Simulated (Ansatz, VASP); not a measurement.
# Two plane-wave programs on Tl8H

```
Tl H
1.0
     7.19401    0.00000    0.00000
    -3.59701    6.23020    0.00000
     0.00000    0.00000    5.62887
Tl H
8 1
Direct
  0.16667 0.33333 0.25000
  0.16667 0.83333 0.25000
  0.66667 0.33333 0.25000
  0.66667 0.83333 0.25000
  0.33333 0.16667 0.75000
  0.33333 0.66667 0.75000
  0.83333 0.16667 0.75000
  0.83333 0.66667 0.75000
  0.16667 0.33333 0.75000
```

Alike in both runs: task relaxation of cell and atoms; functional PBE; k mesh 3 × 3 × 4; occupations gaussian, width 0.1 eV; no spin polarisation.

|  | VASP | Ansatz |
| --- | --- | --- |
| version | VASP 6.6.1 | Ansatz 0.2.0 |
| potentials or method | VASP PAW PBE potentials, release 64 (Tl_d, H), cutoff 600 eV | scalar-relativistic, plane waves, PAW |
| valence electrons in the cell | 105 | 105 |

Ansatz gave:

* gap on the k mesh at the Fermi level, each at its own relaxed structure (eV): none
* relaxed volume (Å³/atom): 29.27
* relaxed cell length with the largest relative difference (Å): 7.140

Task: What did VASP give for the same quantities?

Result: gap on the k mesh at the Fermi level, each at its own relaxed structure (eV): none; relaxed volume (Å³/atom): 29.10; relaxed cell length with the largest relative difference (Å): 7.125.

A gap of «none» marks a metal or a gap that the smearing closes.

Neither program's run includes spin-orbit coupling.
